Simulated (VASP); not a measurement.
# TiB2 (P-3m1) in VASP: notebook

The runs below take TiB2 through relaxation of cell and atoms, with PBE.

Program: VASP 6.6.1. These are calculated values, not measurements. Logs are shortened: lines on timing, memory, paths and dates and some standing lists are left out, and cuts for length are marked.

### 1 The cell of the first run

Symmetry: P-3m1, No. 164, trigonal system. Conventional cell: a = 2.820 Å, b = 2.820 Å, c = 4.512 Å, α = 90.00°, β = 90.00°, γ = 120.00°. Within 2.6 Å of Ti (site symmetry -3m) lie 6 B at 1.98 Å. B (site symmetry 3m) has 3 Ti at 1.98 Å within 2.6 Å.

### 2 Relaxation of cell and atoms, PBE

File INCAR:

```
SYSTEM = TiB2
PREC = Accurate ; ENCUT = 600
EDIFF = 1E-6 ; ISMEAR = 1
SIGMA = 0.05 ; LREAL = .False.
LASPH = .True. ; NELM = 60
ALGO = Normal ; ISIF = 3
LWAVE = .False. ; LCHARG = .False.
GGA = PE ; IBRION = 2
NSW = 80 ; EDIFFG = -0.03
```

File KPOINTS:

```
regular mesh
0
Gamma
  9 9 5
  0 0 0
```

File POSCAR:

```
TiB2
1.0
    2.8200000000      0.0000000000      0.0000000000
   -1.4100000000      2.4421916387      0.0000000000
    0.0000000000      0.0000000000      4.5120000000
Ti B
1 2
Direct
    0.0000000000      0.0000000000      0.0000000000
    0.3333333333      0.6666666667      0.2500000000
    0.6666666667      0.3333333333      0.7500000000
```

Potentials or basis: VASP PAW PBE potentials, release 64 (Ti_sv, B).

Run with:

```bash
$ cat potpaw_PBE.64/Ti_sv/POTCAR potpaw_PBE.64/B/POTCAR > POTCAR
$ mpirun -np 1 vasp_std > vasp.out
```

OUTCAR:

```text
SYSTEM = TiB2
   PREC = Accurate
   ENCUT = 600
   EDIFF = 1E-6
   ISMEAR = 1
   LREAL = .False.
   LASPH = .True.
   NELM = 60
   ISIF = 3
   GGA = PE
   IBRION = 2
   NSW = 80
   EDIFFG = -0.03

 ion  position               nearest neighbor table
   1  0.000  0.000  0.000-   2 1.98   3 1.98   3 1.98   2 1.98   3 1.98   2 1.98
   2  0.333  0.667  0.250-   1 1.98   1 1.98   1 1.98
   3  0.667  0.333  0.750-   1 1.98   1 1.98   1 1.98

  LATTYP: Found a hexagonal cell.
 ALAT       =     2.8200000000
 C/A-ratio  =     1.6000000000

  Lattice vectors:

 A1 = (   2.8200000000,   0.0000000000,   0.0000000000)
 A2 = (  -1.4100000000,   2.4421916387,   0.0000000000)
 A3 = (   0.0000000000,   0.0000000000,   4.5120000000)

Analysis of symmetry for initial positions (statically):
=====================================================================
 Subroutine PRICEL returns:
 Original cell was already a primitive cell.

 Routine SETGRP: Setting up the symmetry group for a
 hexagonal supercell.

 Subroutine GETGRP returns: Found 12 space group operations
 (whereof 12 operations were pure point group operations)
 out of a pool of 24 trial point group operations.

The static configuration has the point symmetry D_3d.

Analysis of symmetry for dynamics (positions and initial velocities):
=====================================================================
 Subroutine PRICEL returns:
 Original cell was already a primitive cell.

 Routine SETGRP: Setting up the symmetry group for a
 hexagonal supercell.

 Subroutine GETGRP returns: Found 12 space group operations
 (whereof 12 operations were pure point group operations)
 out of a pool of 24 trial point group operations.

The dynamic configuration has the point symmetry D_3d.

 Subroutine INISYM returns: Found 12 space group operations
 (whereof 12 operations are pure point group operations),
 and found     1 'primitive' translations

----------------------------------------------------------------------------------------

                                     Primitive cell

  volume of cell :      31.0741

  direct lattice vectors                    reciprocal lattice vectors
     2.820000000  0.000000000  0.000000000     0.354609929  0.204734138  0.000000000
    -1.410000000  2.442191639  0.000000000     0.000000000  0.409468276  0.000000000
     0.000000000  0.000000000  4.512000000     0.000000000  0.000000000  0.221631206

  length of vectors
     2.820000000  2.820000000  4.512000000     0.409468276  0.409468276  0.221631206

  position of ions in fractional coordinates (direct lattice)
     0.000000000  0.000000000  0.000000000
     0.333333333  0.666666667  0.250000000
     0.666666667  0.333333333  0.750000000

  ion indices of the primitive-cell ions
   primitive index   ion index
                 1           1
                 2           2
                 3           3

----------------------------------------------------------------------------------------

 KPOINTS: regular mesh

Automatic generation of k-mesh.
 Grid dimensions read from file:
 generate k-points for:    9    9    5

 Generating k-lattice:

  Cartesian coordinates                     Fractional coordinates (reciprocal lattice)
     0.039401103  0.022748238  0.000000000     0.111111111 -0.000000000  0.000000000
     0.000000000  0.045496475  0.000000000     0.000000000  0.111111111  0.000000000
     0.000000000  0.000000000  0.044326241     0.000000000  0.000000000  0.200000000

  Length of vectors
     0.045496475  0.045496475  0.044326241

  Shift w.r.t. Gamma in fractional coordinates (k-lattice)
     0.000000000  0.000000000  0.000000000

 Subroutine IBZKPT returns following result:
 ===========================================

 Found     50 irreducible k-points:

 Following reciprocal coordinates:
            Coordinates               Weight
  0.000000  0.000000  0.000000      1.000000
  0.111111  0.000000  0.000000      6.000000
  0.222222  0.000000  0.000000      6.000000
  0.333333 -0.000000  0.000000      6.000000
  0.444444  0.000000  0.000000      6.000000
  0.111111  0.111111  0.000000      6.000000
[... 16 lines left out ...]
  0.222222  0.111111  0.200000     12.000000
 -0.111111  0.333333  0.200000     12.000000
 [... further k-points ...]
   k-points           NKPTS =     50   k-points in BZ     NKDIM =     50   number of bands    NBANDS=     13
   number of dos      NEDOS =    301   number of ions     NIONS =      3
   total plane-waves  NPLWV =  20736
   dimension x,y,z NGX =    24 NGY =   24 NGZ =   36
   dimension x,y,z NGXF=    48 NGYF=   48 NGZF=   72
   ions per type =               1   2
   NGX,Y,Z   is equivalent  to a cutoff of  14.15, 14.15, 13.26 a.u.
   NGXF,Y,Z  is equivalent  to a cutoff of  28.30, 28.30, 26.53 a.u.
 SYSTEM =  TiB2
   PREC   = accura    normal or accurate (medium, high low for compatibility)
   ISTART =      0    job   : 0-new  1-cont  2-samecut
   ICHARG =      2    charge: 1-file 2-atom 10-const
   ISPIN  =      1    spin polarized calculation?
   LNONCOLLINEAR =      F non collinear calculations
   LSORBIT =      F    spin-orbit coupling
   LASPH  =      T    aspherical Exc in radial PAW
   ENCUT  =  600.0 eV  44.10 Ry    6.64 a.u.   5.63  5.63  9.01*2*pi/ulx,y,z
   NELM   =     60;   NELMIN=  2; NELMDL= -5     # of ELM steps
   EDIFF  = 0.1E-05   stopping-criterion for ELM
   LREAL  =      F    real-space projection
   EDIFFG = -.3E-01   stopping-criterion for IOM
   NSW    =     80    number of steps for IOM
   IBRION =      2    ionic relax: 0-MD 1-quasi-New 2-CG
   NFREE  =      1    steps in history (QN), initial steepest desc. (CG)
   ISIF   =      3    stress and relaxation
   ISYM   =      2    0-nonsym 1-usesym 2-fastsym
   POTIM  = 0.5000    time-step for ionic-motion
   TEBEG  =    0.0;   TEEND  =   0.0 temperature during run
   PSTRESS=    0.0 pullay stress
   NELECT =      18.0000    total number of electrons
   NUPDOWN=      -1.0000    fix difference up-down
   EMIN   =  10.00;   EMAX   =-10.00  energy-range for DOS
   EFERMI =   0.00;   METHOD = LEGACY
   ISMEAR =     1;   SIGMA  =   0.05  broadening in eV -4-tet -1-fermi 0-gaus
   EFERMI_NEDOS =   21; number of points for ismear=-14 and -15
   IALGO  =     38    algorithm
   IMIX   =      4    mixing-type and parameters
     AMIX     =   0.40;   BMIX     =  1.00
     AMIX_MAG =   1.60;   BMIX_MAG =  1.00
  volume/ion in A,a.u.               =      10.36        69.90
  Fermi-wavevector in a.u.,A,eV,Ry     =   1.364687  2.578884 25.339086  1.862370
  Thomas-Fermi vector in A             =   2.490981
   LORBIT       =      0    0 simple, 1 ext, 2 COOP (PROOUT), +10 PAW based schemes
   GGA     = PE    functional components
   LHFCALC =     F    Hartree Fock is set to
   AEXX    =    0.0000 exact exchange contribution
   IVDW    =     0    specifies the selected vdW correction
   LEPSILON=     F    determine dielectric tensor
   LRPA    =     F    only Hartree local field effects (RPA)
 conjugate gradient relaxation of ions
 non-spin polarized calculation
 Methfessel and Paxton  Order N= 1 SIGMA  =   0.05
  energy-cutoff  :      600.00
  volume of cell :       31.07
 maximum number of plane-waves:      1087
 NGX is ok and might be reduce to    24
   NGX = 11   NGY = 11   NGZ = 19

--------------------------------------- Ionic step        1  -------------------------------------------

 number of electron      18.0000001 magnetization

 Free energy of the ion-electron system (eV)
  ---------------------------------------------------
  ext. energy  EPLUGINS =         0.00000000
  ---------------------------------------------------
  free energy    TOTEN  =       -15.05802626 eV

  energy without entropy =      -15.05787865  energy(sigma->0) =      -15.05797706

------------------------ aborting loop because EDIFF is reached ----------------------------------------

  FORCE on cell =-STRESS in cart. coord.  units (eV):
  Direction    XX          YY          ZZ          XY          YZ          ZX
  --------------------------------------------------------------------------------------
  -------------------------------------------------------------------------------------
  Total       12.5921841     12.5921841      4.5296738      0.0000000      0.0000000      0.0000000
  in kB      649.2526134    649.2526134    233.5498359      0.0000000      0.0000000      0.0000000
  external PRESSURE =     510.6850209 kB  Pullay stress =       0.0000000 kB
[... 866 lines left out ...]
 k-point    24 :      -0.1111    0.3333    0.2000
  band No.  band energies     occupation
      1     -53.1899      2.00000
      2     -29.5827      2.00000
      3     -29.5498      2.00000
      4     -29.4885      2.00000
      5      -5.1346      2.00000
      6      -1.6573      2.00000
      7       0.6643      2.00000
      8       1.1990      2.00000
      9       3.2986      2.00000
     10       4.1064     -0.00000
     11       4.9888      0.00000
     12       5.5213      0.00000
     13       6.1137      0.00000

 [... further k-points ...]

[... ionic steps 4 to 46 ...]

--------------------------------------- Ionic step       47  -------------------------------------------

 number of electron      17.9999993 magnetization

------------------------ aborting loop because EDIFF is reached ----------------------------------------

  FORCE on cell =-STRESS in cart. coord.  units (eV):
  Direction    XX          YY          ZZ          XY          YZ          ZX
  --------------------------------------------------------------------------------------
  -------------------------------------------------------------------------------------
  Total       -0.2601820     -0.2601820      0.1715973      0.0000000     -0.0000000      0.0000000
  in kB      -10.5322802    -10.5322802      6.9463353      0.0000000     -0.0000000      0.0000000
  external PRESSURE =      -4.7060751 kB  Pullay stress =       0.0000000 kB
[... 59 lines left out ...]
  energy  without entropy=      -17.6455976044  energy(sigma->0) =      -17.64602897

--------------------------------------- Ionic step       49  -------------------------------------------

 number of electron      17.9999990 magnetization

 Free energy of the ion-electron system (eV)
  ---------------------------------------------------
  ext. energy  EPLUGINS =         0.00000000
  ---------------------------------------------------
  free energy    TOTEN  =       -17.64735484 eV

  energy without entropy =      -17.64714617  energy(sigma->0) =      -17.64728528

 E-fermi :   5.2443     XC(G=0): -10.4229

 val. band max:        5.2064174092   @ k =   0.4444   0.0000   0.0000
 cond. band min:       5.2456138223   @ k =   0.4444   0.1111   0.2000
 fundamental gap:      0.0391964130
 Fermi energy:         5.2442991198

 k-point     1 :       0.0000    0.0000    0.0000
  band No.  band energies     occupation
      1     -51.4606      2.00000
      2     -27.8412      2.00000
      3     -27.8412      2.00000
      4     -27.6956      2.00000
      5      -5.4717      2.00000
      6       0.7959      2.00000
      7       0.7959      2.00000
      8       3.9712      2.00000
      9       4.9117      2.00000
     10       6.9133      0.00000
     11       6.9432      0.00000
     12       6.9432      0.00000
[... 399 lines left out ...]
  FREE ENERGIE OF THE ION-ELECTRON SYSTEM (eV)
  ---------------------------------------------------
  free  energy   TOTEN  =       -17.6473548385 eV

  energy  without entropy=      -17.6471461727  energy(sigma->0) =      -17.64728528

 reached required accuracy - stopping structural energy minimisation
```

It took 7 min on 1 thread of Intel Xeon Platinum 8488C (Sapphire Rapids), shared host; peak memory 0.19 GiB.

Results:

- Free energy: -17.6474 eV
- Relaxed volume: 13.30 Å³/atom
- Relaxed cell: a = 3.666 Å, b = 3.666 Å, c = 3.430 Å, α = 90.00°, β = 90.00°, γ = 120.00°
- Space group after relaxing (to 0.1 Å): P-3m1 (No. 164)
- Pressure after relaxing: -0.1 GPa
- Largest force after relaxing: 0.015 eV/Å
- Band gap on the k mesh: zero (bands 9 and 10 overlap by 1.44 eV)

Forces in eV/Å, atoms in the order of the input:
```
Ti   0.000  0.000  0.000
B    0.000  0.000 -0.015
B    0.000  0.000  0.015
```

Stress tensor (GPa, compression positive):
```
-0.30  0.00  0.00
 0.00 -0.30  0.00
 0.00  0.00  0.20
```

Final structure:
```yaml
crystal:
  lattice:
    - [3.66565, 0.00000, 0.00000]
    - [-1.83282, 3.17454, 0.00000]
    - [0.00000, 0.00000, 3.42969]
  atoms:
    - { symbol: Ti, position: [0.00000, 0.00000, 0.00000] }
    - { symbol: B, position: [0.33333, 0.66667, 0.92188] }
    - { symbol: B, position: [0.66667, 0.33333, 0.07812] }
```

Caveat: the volume moved by over 15 % at a fixed basis, so the end points are rough.

[end of part 1 of 2]
